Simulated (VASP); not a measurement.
Crystal: Pr4Hg.

```
Pr Hg
1.0
     3.78841    0.00000    0.00000
    -1.89421    3.28086    0.00000
     0.00000    0.00000   13.69799
Pr Hg
4 1
Direct
  0.33333 0.66667 0.82186
  0.33333 0.66667 0.39322
  0.66667 0.33333 0.17814
  0.66667 0.33333 0.60678
  0.00000 0.00000 0.00000
```

The cell was generated, and may not be a known phase.

| Item | Value |
| --- | --- |
| Program | VASP 6.6.1 |
| Task | relaxation of cell and atoms |
| Functional | PBE |
| Potentials or basis | VASP PAW PBE potentials, release 64 (Pr_3, Hg), 4f in core |
| Cutoff | 500 eV |
| k mesh | 12 × 12 × 4 |
| Occupations | gaussian, width 0.1 eV |
| Spin | no spin polarisation |

At the start: pressure 0.6 GPa; volume 34.05 Å³/atom.

How do energy, volume and symmetry change on relaxing?

Over 12 steps the energy falls by 3.8 meV/atom and the volume is 34.53 Å³/atom (+1.4 %); space group P-3m1 (No. 164, to 0.1 Å) before and after.

Step by step:
```
step  energy change (eV)  largest force (eV/Å)  pressure (GPa)  volume (Å³)
   1              0.0000                0.1391            0.63       170.26
   2             -0.0117                0.1085           -0.13       173.57
   3             -0.0118                0.1053           -0.21       173.95
   4             -0.0152                0.0856           -0.14       173.42
   5             -0.0178                0.0524            0.00       172.47
   6             -0.0178                0.0501            0.01       172.40
   7             -0.0182                0.0355            0.02       172.40
   8             -0.0187                0.0162            0.04       172.39
   9             -0.0187                0.0151            0.04       172.39
  10             -0.0187                0.0133           -0.04       172.78
  11             -0.0187                0.0137           -0.02       172.67
  12             -0.0188                0.0066           -0.01       172.63
```

Final structure:
```
CELL_PARAMETERS angstrom
3.77228 0.00000 0.00000
-1.88614 3.26689 0.00000
0.00000 0.00000 14.00795
ATOMIC_POSITIONS crystal
Pr 0.33333 0.66667 0.82210
Pr 0.33333 0.66667 0.39023
Pr 0.66667 0.33333 0.17790
Pr 0.66667 0.33333 0.60977
Hg 0.00000 0.00000 0.00000
```
